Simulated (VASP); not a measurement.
# GaOs4 in VASP: a series of runs, part 2 of 2

VASP 6.6.1.

## (4) Single point, PBE

This run uses another cell than the first one, of 16.51 Å³/atom.

INCAR

```
PREC = Accurate ; ENCUT = 520
EDIFF = 1E-6 ; ISMEAR = 0
SIGMA = 0.1 ; LREAL = False
LASPH = True ; NELM = 60
ALGO = Fast ; ISIF = 2
LWAVE = False ; LCHARG = False
GGA = PE ; NBANDS = 30
```

KPOINTS

```
Automatic mesh
0
Gamma
  6 6 12
```

POSCAR

```
GaOs4
1.0
    4.0407696166     -3.7483728648      0.0000000000
    4.0407696166      3.7483728648      0.0000000000
    0.0000000000      0.0000000000      2.7255260031
Ga Os
1 4
Direct
    0.0000000000      0.0000000000      0.5000000000
    0.2950580731      0.7049419269      0.0000000000
    0.7049419269      0.2950580731      0.0000000000
    0.6914436551      0.6914436551      0.5000000000
    0.3085563449      0.3085563449      0.5000000000
```

Potentials or basis: VASP PAW PBE potentials, release 64 (Ga_d, Os).

Run with:

```
> cat potpaw_PBE.64/Ga_d/POTCAR potpaw_PBE.64/Os/POTCAR > POTCAR
> mpirun -np 1 vasp_std > vasp.out
```

OUTCAR:

```text
PREC = Accurate
   ENCUT = 520
   EDIFF = 1E-6
   ISMEAR = 0
   LREAL = False
   LASPH = True
   NELM = 60
   ISIF = 2
   GGA = PE

 ion  position               nearest neighbor table
   1  0.000  0.000  0.500-   4 2.49   5 2.49   2 2.60   3 2.60   2 2.60   3 2.60
   2  0.295  0.705  0.000-   4 2.57   5 2.57   4 2.57   5 2.57   1 2.60   1 2.60   3 3.07
   3  0.705  0.295  0.000-   4 2.57   5 2.57   4 2.57   5 2.57   1 2.60   1 2.60   2 3.07
   4  0.691  0.691  0.500-   1 2.49   2 2.57   3 2.57   2 2.57   3 2.57   5 3.09
   5  0.309  0.309  0.500-   1 2.49   2 2.57   3 2.57   2 2.57   3 2.57   4 3.09

  LATTYP: Found a base centered orthorhombic cell.
 ALAT       =     7.4967457296
 B/A-ratio  =     1.0780063143
 C/A-ratio  =     0.3635612173

  Lattice vectors:

 A1 = (  -4.0407696166,  -3.7483728648,   0.0000000000)
 A2 = (   4.0407696166,  -3.7483728648,   0.0000000000)
 A3 = (   0.0000000000,   0.0000000000,   2.7255260031)

Analysis of symmetry for initial positions (statically):
=====================================================================
 Subroutine PRICEL returns:
 Original cell was already a primitive cell.

 Routine SETGRP: Setting up the symmetry group for a
 base centered orthorhombic supercell.

 Subroutine GETGRP returns: Found  8 space group operations
 (whereof  8 operations were pure point group operations)
 out of a pool of  8 trial point group operations.

The static configuration has the point symmetry D_2h.

Analysis of symmetry for dynamics (positions and initial velocities):
=====================================================================
 Subroutine PRICEL returns:
 Original cell was already a primitive cell.

 Routine SETGRP: Setting up the symmetry group for a
 base centered orthorhombic supercell.

 Subroutine GETGRP returns: Found  8 space group operations
 (whereof  8 operations were pure point group operations)
 out of a pool of  8 trial point group operations.
[... 128 lines left out ...]
  volume/ion in A,a.u.               =      16.51       111.43
  Fermi-wavevector in a.u.,A,eV,Ry     =   1.337262  2.527059 24.330897  1.788270
  Thomas-Fermi vector in A             =   2.465825
   LORBIT       =      0    0 simple, 1 ext, 2 COOP (PROOUT), +10 PAW based schemes
   GGA     = PE    functional components
   LHFCALC =     F    Hartree Fock is set to
   AEXX    =    0.0000 exact exchange contribution
   IVDW    =     0    specifies the selected vdW correction
   LEPSILON=     F    determine dielectric tensor
   LRPA    =     F    only Hartree local field effects (RPA)
 non-spin polarized calculation
 RMM-DIIS sequential band-by-band and
 Gauss-broadening in eV      SIGMA  =   0.10
  energy-cutoff  :      520.00
  volume of cell :       82.56
 maximum number of plane-waves:      2244
 NGX is ok and might be reduce to    42

 number of electron      44.9999994 magnetization

 Free energy of the ion-electron system (eV)
  ---------------------------------------------------
  ext. energy  EPLUGINS =         0.00000000
  ---------------------------------------------------
  free energy    TOTEN  =       -44.41153387 eV

  energy without entropy =      -44.40025521  energy(sigma->0) =      -44.40589454

 E-fermi :   7.0042     XC(G=0): -12.6452

 val. band max:        7.0040736133   @ k =  -0.3333   0.3333   0.1667
 cond. band min:       7.0064694696   @ k =   0.5000   0.1667   0.0000
 fundamental gap:      0.0023958564
 Fermi energy:         7.0041958703

 k-point     1 :       0.0000    0.0000    0.0000
  band No.  band energies     occupation
      1      -7.6625      2.00000
      2      -7.4432      2.00000
      3      -7.3604      2.00000
      4      -7.3207      2.00000
      5      -7.2748      2.00000
      6      -3.4678      2.00000
[... 781 lines left out ...]
     29       8.9060      0.00000
     30      12.1279      0.00000

 [... further k-points ...]

------------------------ aborting loop because EDIFF is reached ----------------------------------------

  FORCE on cell =-STRESS in cart. coord.  units (eV):
  Direction    XX          YY          ZZ          XY          YZ          ZX
  --------------------------------------------------------------------------------------
  -------------------------------------------------------------------------------------
  Total       -0.0205747     -0.0069300     -0.0501083      0.0000000      0.0000000      0.0000000
  in kB       -0.3992616     -0.1344788     -0.9723733      0.0000000      0.0000000      0.0000000
  external PRESSURE =      -0.5020379 kB  Pullay stress =       0.0000000 kB

 VOLUME and BASIS-vectors are now :
 -----------------------------------------------------------------------------
  energy-cutoff  :      520.00
  volume of cell :       82.56
      direct lattice vectors                 reciprocal lattice vectors
     4.040769617 -3.748372865  0.000000000     0.123738804 -0.133391212  0.000000000
     4.040769617  3.748372865  0.000000000     0.123738804  0.133391212  0.000000000
     0.000000000  0.000000000  2.725526003     0.000000000  0.000000000  0.366901655

 POSITION                                       TOTAL-FORCE (eV/Angst)
 -----------------------------------------------------------------------------------
      0.00000      0.00000      1.36276        -0.000000      0.000000      0.000000
      4.04077      1.53640      0.00000        -0.000000     -0.033706      0.000000
      4.04077     -1.53640      0.00000        -0.000000      0.033706      0.000000
      5.58793      0.00000      1.36276        -0.031810      0.000000      0.000000
      2.49361      0.00000      1.36276         0.031810      0.000000      0.000000
 -----------------------------------------------------------------------------------
    total drift:                                0.000000     -0.000000     -0.000000

  FREE ENERGIE OF THE ION-ELECTRON SYSTEM (eV)
  ---------------------------------------------------
  free  energy   TOTEN  =       -44.4115338661 eV

  energy  without entropy=      -44.4002552123  energy(sigma->0) =      -44.40589454
```

It took 2.7 min on 1 thread of AMD EPYC 9R45 (Zen 5), shared host; peak memory 0.3 GiB.

Results:

| Item | Value |
| --- | --- |
| Free energy | -44.4115 eV |
| Pressure | -0.1 GPa |
| Largest force | 0.034 eV/Å |
| Band gap on the k mesh | zero (an odd number of electrons rules out a gap without spin polarisation) |

Forces on the atoms (eV/Å):
```
Ga   0.000  0.000  0.000
Os   0.000 -0.034  0.000
Os   0.000  0.034  0.000
Os  -0.032  0.000  0.000
Os   0.032  0.000  0.000
```

Caveat: spin-orbit coupling is left out, which moves the levels of the heavy elements.

## (5) Single point, PBE

This run uses another cell than the first one, of 14.58 Å³/atom.

INCAR

```
SYSTEM = GaOs4
  PREC = Accurate
  ENCUT = 520
  EDIFF = 1E-6
  ISMEAR = 0
  SIGMA = 0.1
  LREAL = .FALSE.
  LASPH = .TRUE.
  NELM = 100
  ALGO = Fast
  ISIF = 2
  LWAVE = .FALSE.
  LCHARG = .FALSE.
  GGA = PE
  NBANDS = 30
```

KPOINTS

```
Automatic mesh
0
G
  8 8 12
  0 0 0
```

POSCAR

```
GaOs4
1.0
    2.2058346591     -5.9618860543      0.0000000000
    2.2058346591      5.9618860543      0.0000000000
    0.0000000000      0.0000000000      2.7708230150
Ga Os
1 4
Direct
    0.5000000000      0.5000000000      0.5000000000
    0.1153409603      0.8846590397      0.5000000000
    0.6901339688      0.3098660312      0.0000000000
    0.8846590397      0.1153409603      0.5000000000
    0.3098660312      0.6901339688      0.0000000000
```

Run with:

```
> cat potpaw_PBE.64/Ga_d/POTCAR potpaw_PBE.64/Os/POTCAR > POTCAR
> mpirun -np 1 vasp_std > vasp.out
```

It took 5.4 min on 1 thread of AMD EPYC 9R45 (Zen 5), shared host; peak memory 0.4 GiB.

It converged, with:

| Item | Value |
| --- | --- |
| Free energy | -47.1636 eV |
| Pressure | 0.1 GPa |
| Largest force | 0.016 eV/Å |
| Band gap on the k mesh | zero (an odd number of electrons rules out a gap without spin polarisation) |

Forces on the atoms (eV/Å):
```
Ga   0.000  0.000  0.000
Os   0.000  0.002  0.000
Os   0.000 -0.016  0.000
Os   0.000 -0.002  0.000
Os   0.000  0.016  0.000
```

Stress tensor (GPa, compression positive):
```
0.11 0.00 0.00
0.00 0.02 0.00
0.00 0.00 0.11
```

Levels at points of the mesh, in eV from the Fermi level:
```
           k point  band 21  band 22  band 23  band 24  band 25  band 26
(0.00, 0.00, 0.00)    -1.57    -1.31    -0.16     0.61     1.40     1.51
(0.50, 0.00, 0.00)    -0.95    -0.68    -0.06     0.36     0.76     0.91
(0.50, 0.50, 0.00)    -1.57    -1.50    -1.09    -0.51     0.44     1.34
(0.00, 0.00, 0.50)     0.14     0.68     0.95     2.18     2.25     2.62
(0.50, 0.00, 0.50)    -0.68    -0.28     0.47     1.23     1.71     2.57
(0.50, 0.50, 0.50)    -0.81    -0.49     0.27     2.07     2.27     2.37
```

Caveat: spin-orbit coupling is left out, which moves the levels of the heavy elements.

## (6) Single point, PBE

This run uses another cell than the first one: it holds 10 atoms, not 5.

INCAR

```
SYSTEM = GaOs4
  ALGO = Fast
  EDIFF = 1E-6
  ENCUT = 520
  GGA = PE
  ISIF = 2
  ISMEAR = 0
  LASPH = .TRUE.
  LCHARG = .TRUE.
  LELF = .TRUE.
  LREAL = .FALSE.
  LVHAR = .TRUE.
  LWAVE = .FALSE.
  NBANDS = 56
  NELM = 60
  PREC = Accurate
  SIGMA = 0.2
```

KPOINTS

```
k-points
0
G
  8 4 2
  0 0 0
```

POSCAR

```
GaOs4
1.0
    0.0000000000      0.0000000000      2.7255260031
   -4.0407696166     -3.7483728648      0.0000000000
    8.0815392333     -7.4967457296      0.0000000000
Ga Os
2 8
Direct
    0.5000000000      0.0000000000      0.5000000000
    0.5000000000      1.0000000000      1.0000000000
    0.0000000000      0.2950580731      0.1475290365
    0.0000000000      0.2950580731      0.6475290365
    1.0000000000      0.7049419269      0.3524709635
    1.0000000000      0.7049419269      0.8524709635
    0.5000000000      0.3085563449      0.3457218276
    0.5000000000      0.3085563449      0.8457218276
    0.5000000000      0.6914436551      0.1542781724
    0.5000000000      0.6914436551      0.6542781724
```

Potentials or basis: VASP PAW PBE potentials, release 64 (Ga_d, Os).

Run with:

```
> cat potpaw_PBE.64/Ga_d/POTCAR potpaw_PBE.64/Os/POTCAR > POTCAR
> mpirun -np 1 vasp_std > vasp.out
```

It took 6.2 min on 1 thread of AMD EPYC 9R45 (Zen 5), shared host; peak memory 0.36 GiB.

The run converged. Its results:

| Property | Result |
| --- | --- |
| Free energy | -88.8934 eV |
| Pressure | 0.0 GPa |
| Largest force | 0.054 eV/Å |
| Band gap on the k mesh | zero (bands 45 and 46 overlap by 2.06 eV) |

Forces on the atoms (eV/Å):
```
Ga   0.000  0.000  0.000
Ga   0.000  0.000  0.000
Os   0.000 -0.001  0.000
Os   0.000 -0.001  0.000
Os   0.000  0.001  0.000
Os   0.000  0.001  0.000
Os   0.054  0.000  0.000
Os   0.054  0.000  0.000
Os  -0.054  0.000  0.000
Os  -0.054  0.000  0.000
```

Stress tensor (GPa, compression positive):
```
-0.02  0.00  0.00
 0.00  0.27  0.00
 0.00  0.00 -0.27
```

Levels at points of the mesh, in eV from the Fermi level:
```
           k point  band 44  band 45  band 46  band 47  band 48  band 49
(0.00, 0.00, 0.00)    -0.61    -0.39     0.38     0.40     0.79     1.07
(0.50, 0.00, 0.00)    -0.13     0.89     1.03     1.05     1.12     1.51
(0.00, 0.50, 0.00)    -1.19    -1.18    -0.84    -0.39     0.38     1.07
(0.50, 0.50, 0.00)     0.82     0.89     1.03     1.18     1.32     1.51
(0.00, 0.00, 0.50)    -0.88    -0.35    -0.35     0.62     0.62     1.38
(0.50, 0.00, 0.50)    -0.14     0.04     0.04     1.14     1.14     1.31
(0.00, 0.50, 0.50)    -1.19    -1.12    -1.12    -0.32    -0.32     1.12
(0.50, 0.50, 0.50)     0.88     0.94     0.94     1.15     1.15     1.31
```

Caveat: spin-orbit coupling is left out, which moves the levels of the heavy elements.

## (7) Single point, PBE

This run uses another cell than the first one: it holds 10 atoms, not 5.

INCAR

```
SYSTEM = GaOs4
ALGO = Fast
EDIFF = 1E-7
ENCUT = 520
GGA = PE
ISIF = 2
ISMEAR = 0
LASPH = .True.
LCHARG = .True.
LELF = .True.
LREAL = .False.
LVHAR = .True.
LWAVE = .False.
NBANDS = 56
NELM = 60
PREC = Accurate
SIGMA = 0.2
```

KPOINTS

```
k-points
0
Gamma
  8 4 2
  0 0 0
```

POSCAR

```
GaOs4
1.0
   -0.2207396767      0.2295748288      2.7508701121
   -3.1368456179     -3.0999056923      0.0069855721
    8.5649155417     -8.6699399524     -1.3478828679
Ga Os
2 8
Direct
    0.2500037374      0.2500020974      0.4999999696
    0.7499994205      0.7500036042      1.0000006779
   -0.1318959243      0.2500001751      0.1165195242
   -0.0600035515      0.2499974206      0.6900572702
    1.1318872029      0.7500014799      0.3834802994
    1.0600106426      0.7499980661      0.8099424080
    0.5600033383      0.2499950595      0.3099427735
    0.6318946582      0.2500023855      0.8834802490
    0.4399888282      0.7499953773      0.1900574115
    0.3681116478      0.7500043343      0.6165194169
```

Run with:

```
> cat potpaw_PBE.64/Ga_d/POTCAR potpaw_PBE.64/Os/POTCAR > POTCAR
> mpirun -np 1 vasp_std > vasp.out
```

Run time: 7.2 min. Hardware: 1 thread of AMD EPYC 9R45 (Zen 5), shared host; peak memory 0.39 GiB.

It converged, with:

| Property | Result |
| --- | --- |
| Free energy | -94.4001 eV |
| Pressure | 0.1 GPa |
| Largest force | 0.018 eV/Å |
| Band gap on the k mesh | zero (bands 45 and 46 overlap by 1.75 eV) |

Forces in eV/Å, atoms in the order of the input:
```
Ga   0.000  0.000  0.000
Ga   0.000  0.000  0.000
Os   0.003 -0.003  0.002
Os   0.012 -0.013  0.003
Os  -0.003  0.003 -0.002
Os  -0.013  0.013 -0.003
Os  -0.013  0.013 -0.003
Os  -0.003  0.003 -0.002
Os   0.013 -0.013  0.003
Os   0.003 -0.003  0.002
```

Levels at points of the mesh, in eV from the Fermi level:
```tsv
k point	band 43	band 44	band 45	band 46	band 47	band 48	band 49	band 50
(0.00, 0.00, 0.00)	-1.58	-1.37	-1.11	-0.61	-0.21	0.45	0.63	1.29
(0.50, 0.00, 0.00)	0.08	0.08	0.40	0.40	2.04	2.04	2.28	2.28
(0.00, 0.50, 0.00)	-0.99	-0.99	0.13	0.13	0.33	0.33	0.75	0.75
(0.50, 0.50, 0.00)	-0.30	-0.30	0.45	0.45	1.17	1.17	1.68	1.68
(0.00, 0.00, 0.50)	-1.52	-1.52	-0.98	-0.98	0.67	0.67	1.12	1.12
(0.50, 0.00, 0.50)	0.05	0.19	0.61	0.89	2.02	2.11	2.20	2.23
(0.00, 0.50, 0.50)	-0.74	-0.74	-0.03	-0.03	0.35	0.35	0.71	0.71
(0.50, 0.50, 0.50)	-0.63	-0.63	0.18	0.18	1.25	1.25	1.71	1.71
```

Caveat: spin-orbit coupling is left out, which moves the levels of the heavy elements.

## (8) The runs side by side

```csv
task,cell,k mesh,cutoff (eV),smearing,gap on the mesh (eV),pressure (GPa),largest force (eV/Å)
relaxation of cell and atoms,"relaxed from a = 5.510, b = 5.510, c = 2.713 Å, angles 90.0, 90.0, 90.2°, 5 atoms, atomic positions A",6 × 6 × 12,600,gaussian 0.1 eV,none,0.0,-
single point,"a = 5.510, b = 5.510, c = 2.713 Å, angles 90.0, 90.0, 90.2°, 5 atoms, atomic positions A",3 × 3 × 5,520,gaussian 0.2 eV,none,0.3,0.03
single point,"a = 5.512, b = 5.512, c = 2.726 Å, angles 90.0, 90.0, 85.7°, 5 atoms, atomic positions B",6 × 6 × 12,520,gaussian 0.1 eV,none,-0.1,0.03
single point,"a = 6.357, b = 6.357, c = 2.771 Å, angles 90.0, 90.0, 139.4°, 5 atoms, atomic positions C",8 × 8 × 12,520,gaussian 0.1 eV,none,0.1,0.02
single point,"a = 2.726, b = 5.512, c = 11.023 Å, angles 94.3, 90.0, 90.0°, 10 atoms, atomic positions D",8 × 4 × 2,520,gaussian 0.2 eV,none,0.0,0.05
single point,"a = 2.769, b = 4.410, c = 12.261 Å, angles 90.0, 102.9, 90.0°, 10 atoms, atomic positions E",8 × 4 × 2,520,gaussian 0.2 eV,none,0.1,0.02
```

Alike in all rows: level PBE; potentials or basis VASP PAW PBE potentials, release 64 (Ga_d, Os); no spin polarisation.

Caveats: some runs use coarse meshes; spin-orbit coupling is left out, which moves the levels of the heavy elements.

Absolute energies hang on the potentials; compare differences alone.

The gap in the log of VASP goes by the Fermi energy; the results here count the filled bands.